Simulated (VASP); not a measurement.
# V (P6_3/mmc) in VASP: single point with r2SCAN

Aim: the single point of V with r2SCAN.

Program: VASP 6.6.1. These are calculated values, not measurements. Logs are shortened: lines on timing, memory, paths and dates and some standing lists are left out, and cuts for length are marked.

### 1 The cell of the first run

It takes space group P6_3/mmc (No. 194, hexagonal). Conventional cell: a = 2.518 Å, b = 2.518 Å, c = 8.762 Å, α = 90.00°, β = 90.00°, γ = 120.00°. Within 3.3 Å of V (site symmetry -3m) lie 12 V at 2.52 to 2.63 Å. Within 3.3 Å of V (site symmetry -6m2) lie 12 V at 2.52 to 2.63 Å.

This isn't the form of V at room conditions, which is bcc.

### 2 Single point, r2SCAN, collinear spin, ferromagnetic start (12.03 Å³/atom)

Contents of POSCAR:

```
V
1.0
    2.5177755236      0.0000000000      0.0000000000
   -1.2588877618      2.1804575645      0.0000000000
    0.0000000000      0.0000000000      8.7618984495
V
4
Direct
    0.0000000000      0.0000000000      1.0000000000
    0.0000000000      0.0000000000      0.5000000000
    0.3333333333      0.6666666667      0.2500000000
    0.6666666667      0.3333333333      0.7500000000
```

Contents of INCAR.step1:

```
SYSTEM = V
PREC = Accurate
ENCUT = 520
ISMEAR = -1
SIGMA = 0.05
LREAL = .False.
LASPH = .True.
NELM = 150
ISPIN = 2
MAGMOM = 1 1 1 1
LMAXMIX = 4
NBANDS = 38
GGA = PE
ALGO = Normal
EDIFF = 1E-4
LWAVE = .True.
LCHARG = .False.
```

Contents of INCAR.step2:

```
SYSTEM = V
PREC = Accurate
ENCUT = 520
EDIFF = 1E-6
ISMEAR = -1
SIGMA = 0.05
LREAL = .False.
LASPH = .True.
NELM = 150
ALGO = Normal
ISIF = 2
LWAVE = .False.
LCHARG = .False.
ISPIN = 2
MAGMOM = 1 1 1 1
LORBIT = 11
LMAXMIX = 4
METAGGA = R2SCAN
LMIXTAU = .True.
NBANDS = 38
ISTART = 1
```

Contents of KPOINTS:

```
Automatic mesh
0
Gamma
  18 18 5
  0 0 0
```

Potentials or basis: VASP PAW PBE potentials, release 64 (V_sv).

Run with:

```bash
cat potpaw_PBE.64/V_sv/POTCAR > POTCAR
cp INCAR.step1 INCAR
mpirun -np 1 vasp_std > vasp.out
cp INCAR.step2 INCAR
mpirun -np 1 vasp_std > vasp.out
```

OUTCAR:

```text
SYSTEM = V
   PREC = Accurate
   ENCUT = 520
   EDIFF = 1E-6
   ISMEAR = -1
   LREAL = .False.
   LASPH = .True.
   NELM = 150
   ISIF = 2
   ISPIN = 2
   LORBIT = 11
   METAGGA = R2SCAN
   ISTART = 1

 ion  position               nearest neighbor table
   1  0.000  0.000  0.000-   3 2.63   4 2.63   4 2.63   3 2.63   4 2.63   3 2.63
   2  0.000  0.000  0.500-   3 2.63   4 2.63   4 2.63   3 2.63   4 2.63   3 2.63
   3  0.333  0.667  0.250-   1 2.63   2 2.63   1 2.63   2 2.63   1 2.63   2 2.63
   4  0.667  0.333  0.750-   1 2.63   2 2.63   1 2.63   2 2.63   1 2.63   2 2.63

  LATTYP: Found a hexagonal cell.
 ALAT       =     2.5177755236
 C/A-ratio  =     3.4800157390

  Lattice vectors:

 A1 = (   2.5177755236,   0.0000000000,   0.0000000000)
 A2 = (  -1.2588877618,   2.1804575645,   0.0000000000)
 A3 = (   0.0000000000,   0.0000000000,   8.7618984495)

Analysis of symmetry for initial positions (statically):
=====================================================================
 Subroutine PRICEL returns:
 Original cell was already a primitive cell.

 Routine SETGRP: Setting up the symmetry group for a
 hexagonal supercell.

 Subroutine GETGRP returns: Found 24 space group operations
 (whereof 12 operations were pure point group operations)
 out of a pool of 24 trial point group operations.

The static configuration has the point symmetry D_3d.
 The point group associated with its full space group is D_6h.

Analysis of symmetry for dynamics (positions and initial velocities):
=====================================================================
 Subroutine PRICEL returns:
 Original cell was already a primitive cell.

 Routine SETGRP: Setting up the symmetry group for a
 hexagonal supercell.

 Subroutine GETGRP returns: Found 24 space group operations
 (whereof 12 operations were pure point group operations)
 out of a pool of 24 trial point group operations.

The dynamic configuration has the point symmetry D_3d.
 The point group associated with its full space group is D_6h.

Analysis of structural, dynamic, and magnetic symmetry:
=====================================================================
 Subroutine PRICEL returns:
 Original cell was already a primitive cell.

 Routine SETGRP: Setting up the symmetry group for a
 hexagonal supercell.

 Subroutine GETGRP returns: Found 24 space group operations
 (whereof 12 operations were pure point group operations)
 out of a pool of 24 trial point group operations.

The overall configuration has the point symmetry D_3d.
 The point group associated with its full space group is D_6h.

 Subroutine INISYM returns: Found 24 space group operations
 (whereof 12 operations are pure point group operations),
 and found     1 'primitive' translations

----------------------------------------------------------------------------------------

                                     Primitive cell

  volume of cell :      48.1020

  direct lattice vectors                    reciprocal lattice vectors
     2.517775524  0.000000000  0.000000000     0.397175995  0.229309668  0.000000000
    -1.258887762  2.180457565  0.000000000     0.000000000  0.458619336  0.000000000
     0.000000000  0.000000000  8.761898450     0.000000000  0.000000000  0.114130517

  length of vectors
     2.517775524  2.517775524  8.761898450     0.458619336  0.458619336  0.114130517

  position of ions in fractional coordinates (direct lattice)
     0.000000000  0.000000000  0.000000000
     0.000000000  0.000000000  0.500000000
     0.333333333  0.666666667  0.250000000
     0.666666667  0.333333333  0.750000000

  ion indices of the primitive-cell ions
   primitive index   ion index
                 1           1
                 2           2
                 3           3
                 4           4

----------------------------------------------------------------------------------------

 KPOINTS: Automatic mesh

Automatic generation of k-mesh.
 Grid dimensions read from file:
 generate k-points for:   18   18    5

 Generating k-lattice:

  Cartesian coordinates                     Fractional coordinates (reciprocal lattice)
     0.022065333  0.012739426  0.000000000     0.055555556  0.000000000  0.000000000
     0.000000000  0.025478852  0.000000000     0.000000000  0.055555556  0.000000000
     0.000000000  0.000000000  0.022826103     0.000000000  0.000000000  0.200000000

  Length of vectors
     0.025478852  0.025478852  0.022826103

  Shift w.r.t. Gamma in fractional coordinates (k-lattice)
     0.000000000  0.000000000  0.000000000

 Subroutine IBZKPT returns following result:
 ===========================================

 Found    111 irreducible k-points:

 Following reciprocal coordinates:
            Coordinates               Weight
  0.000000  0.000000  0.000000      1.000000
  0.055556 -0.000000  0.000000      6.000000
  0.111111 -0.000000  0.000000      6.000000
  0.166667 -0.000000  0.000000      6.000000
  0.222222  0.000000  0.000000      6.000000
  0.277778  0.000000  0.000000      6.000000
[... 16 lines left out ...]
  0.333333  0.111111  0.000000     12.000000
  0.388889  0.111111  0.000000     12.000000
 [... further k-points ...]
   k-points           NKPTS =    111   k-points in BZ     NKDIM =    111   number of bands    NBANDS=     38
   number of dos      NEDOS =    301   number of ions     NIONS =      4
   total plane-waves  NPLWV =  28000
   dimension x,y,z NGX =    20 NGY =   20 NGZ =   70
   dimension x,y,z NGXF=    40 NGYF=   40 NGZF=  140
   ions per type =               4
   NGX,Y,Z   is equivalent  to a cutoff of  13.21, 13.21, 13.28 a.u.
   NGXF,Y,Z  is equivalent  to a cutoff of  26.41, 26.41, 26.56 a.u.
 SYSTEM =  V
   PREC   = accura    normal or accurate (medium, high low for compatibility)
   ISTART =      1    job   : 0-new  1-cont  2-samecut
   ICHARG =      0    charge: 1-file 2-atom 10-const
   ISPIN  =      2    spin polarized calculation?
   LNONCOLLINEAR =      F non collinear calculations
   LSORBIT =      F    spin-orbit coupling
   LASPH  =      T    aspherical Exc in radial PAW
   ENCUT  =  520.0 eV  38.22 Ry    6.18 a.u.   4.68  4.68 16.29*2*pi/ulx,y,z
   NELM   =    150;   NELMIN=  2; NELMDL=  0     # of ELM steps
   EDIFF  = 0.1E-05   stopping-criterion for ELM
   LREAL  =      F    real-space projection
[... 7 lines left out ...]
   TEBEG  =    0.0;   TEEND  =   0.0 temperature during run
   PSTRESS=    0.0 pullay stress
   NELECT =      52.0000    total number of electrons
   NUPDOWN=      -1.0000    fix difference up-down
   EMIN   =  10.00;   EMAX   =-10.00  energy-range for DOS
   EFERMI =   0.00;   METHOD = LEGACY
   ISMEAR =    -1;   SIGMA  =   0.05  broadening in eV -4-tet -1-fermi 0-gaus
   EFERMI_NEDOS =   21; number of points for ismear=-14 and -15
   IALGO  =     38    algorithm
   IMIX   =      4    mixing-type and parameters
     AMIX     =   0.40;   BMIX     =  1.00
     AMIX_MAG =   1.60;   BMIX_MAG =  1.00
  volume/ion in A,a.u.               =      12.03        81.15
  Fermi-wavevector in a.u.,A,eV,Ry     =   1.680177  3.175074 38.409168  2.822994
  Thomas-Fermi vector in A             =   2.763958
   LORBIT       =     11    0 simple, 1 ext, 2 COOP (PROOUT), +10 PAW based schemes
   METAGGA = R2SCAN    functional components
   LHFCALC =     F    Hartree Fock is set to
   AEXX    =    0.0000 exact exchange contribution
   IVDW    =     0    specifies the selected vdW correction
   LEPSILON=     F    determine dielectric tensor
   LRPA    =     F    only Hartree local field effects (RPA)
 spin polarized calculation
  energy-cutoff  :      520.00
  volume of cell :       48.10
 maximum number of plane-waves:      1310
 NGX is ok and might be reduce to    20
   NGX =  9   NGY =  9   NGZ = 33

 number of electron      51.9999998 magnetization       0.0000484

 Free energy of the ion-electron system (eV)
  ---------------------------------------------------
  ext. energy  EPLUGINS =         0.00000000
  ---------------------------------------------------
  free energy    TOTEN  =       -54.98463578 eV

  energy without entropy =      -54.94221116  energy(sigma->0) =      -54.96342347

 E-fermi :  11.5896     XC(G=0): -14.7567

 val. band max:       11.5873227371   @ k =   0.2222   0.2222   0.4000
 cond. band min:      11.5903019906   @ k =   0.2222   0.0556   0.2000
 fundamental gap:      0.0029792535
 Fermi energy:        11.5895765370

 spin component 1

 k-point     1 :       0.0000    0.0000    0.0000
  band No.  band energies     occupation
      1     -54.9967      1.00000
      2     -54.9026      1.00000
      3     -54.8492      1.00000
      4     -54.7527      1.00000
      5     -28.1722      1.00000
      6     -27.6081      1.00000
[... 30 lines left out ...]
     37      14.7280      0.00000
     38      14.7280      0.00000
[... 941 lines left out ...]
     37      16.6743      0.00000
     38      17.1967      0.00000

 [... further k-points ...]

 spin component 2

 k-point     1 :       0.0000    0.0000    0.0000
  band No.  band energies     occupation
      1     -54.9967      1.00000
      2     -54.9026      1.00000
      3     -54.8492      1.00000
      4     -54.7527      1.00000
      5     -28.1722      1.00000
      6     -27.6081      1.00000
[... 30 lines left out ...]
     37      14.7280      0.00000
     38      14.7280      0.00000
[... 941 lines left out ...]
     37      16.6743      0.00000
     38      17.1967      0.00000

 [... further k-points ...]

------------------------ aborting loop because EDIFF is reached ----------------------------------------

  FORCE on cell =-STRESS in cart. coord.  units (eV):
  Direction    XX          YY          ZZ          XY          YZ          ZX
  --------------------------------------------------------------------------------------
  -------------------------------------------------------------------------------------
  Total        9.2120352      9.2120352      9.7153234      0.0000000      0.0000000     -0.0000000
  in kB      306.8338769    306.8338769    323.5973691      0.0000000      0.0000000     -0.0000000
  external PRESSURE =     312.4217076 kB  Pullay stress =       0.0000000 kB

 VOLUME and BASIS-vectors are now :
 -----------------------------------------------------------------------------
  energy-cutoff  :      520.00
  volume of cell :       48.10
      direct lattice vectors                 reciprocal lattice vectors
     2.517775524  0.000000000  0.000000000     0.397175995  0.229309668  0.000000000
    -1.258887762  2.180457565  0.000000000     0.000000000  0.458619336  0.000000000
     0.000000000  0.000000000  8.761898450     0.000000000  0.000000000  0.114130517

 POSITION                                       TOTAL-FORCE (eV/Angst)
 -----------------------------------------------------------------------------------
      0.00000      0.00000      0.00000        -0.000000      0.000000      0.000000
      0.00000      0.00000      4.38095        -0.000000      0.000000      0.000000
     -0.00000      1.45364      2.19047         0.000000     -0.000000     -0.000000
      1.25889      0.72682      6.57142        -0.000000      0.000000      0.000000
 -----------------------------------------------------------------------------------
    total drift:                                0.000000     -0.000000      0.000000

  FREE ENERGIE OF THE ION-ELECTRON SYSTEM (eV)
  ---------------------------------------------------
  free  energy   TOTEN  =       -54.9846357763 eV

  energy  without entropy=      -54.9422111594  energy(sigma->0) =      -54.96342347

 total charge

# of ion       s       p       d       tot
------------------------------------------
    1        2.387   6.290   3.170  11.847
    2        2.387   6.290   3.170  11.847
    3        2.381   6.275   3.198  11.854
    4        2.381   6.275   3.198  11.854
--------------------------------------------------
tot          9.536  25.130  12.736  47.401

 magnetization (x)

# of ion       s       p       d       tot
------------------------------------------
    1        0.000   0.000   0.000   0.000
    2        0.000   0.000   0.000   0.000
    3        0.000   0.000   0.000   0.000
    4        0.000   0.000   0.000   0.000
--------------------------------------------------
tot          0.000   0.000   0.000   0.000
```

Wall time 43 min (1 thread of Oxide Virtual Turin-like, shared host); peak memory 0.35 GiB.

Results:

```yaml
Free_energy: -54.9846 eV
Pressure: 31.2 GPa
Band_gap_on_the_k_mesh: zero (filled and empty bands overlap)
Net_moment: 0.00 μB per cell
Valence_electrons_inside_the_program's_atomic_spheres: V 11.85
```

Levels at points of the mesh, in eV from the Fermi level:
Spin up:
```
           k point  band 22  band 23  band 24  band 25  band 26  band 27  band 28  band 29  band 30  band 31
(0.00, 0.00, 0.00)    -1.14    -0.47     0.22     0.22     0.28     0.28     0.29     0.57     0.57     0.65
(0.50, 0.00, 0.00)    -2.31    -2.26    -1.00    -0.31     0.38     0.52     1.96     1.99     2.22     3.24
```
Spin down:
| k point | band 24 | band 25 | band 26 | band 27 | band 28 | band 29 |
| --- | --- | --- | --- | --- | --- | --- |
| (0.00, 0.00, 0.00) | 0.22 | 0.22 | 0.28 | 0.28 | 0.29 | 0.57 |
| (0.50, 0.00, 0.00) | -1.00 | -0.31 | 0.38 | 0.52 | 1.96 | 1.99 |

Caveat: the cell stands under pressure; the moments typed at the start vanished in this run; the PAW data sets were made with another functional, which shifts forces and pressure a little.
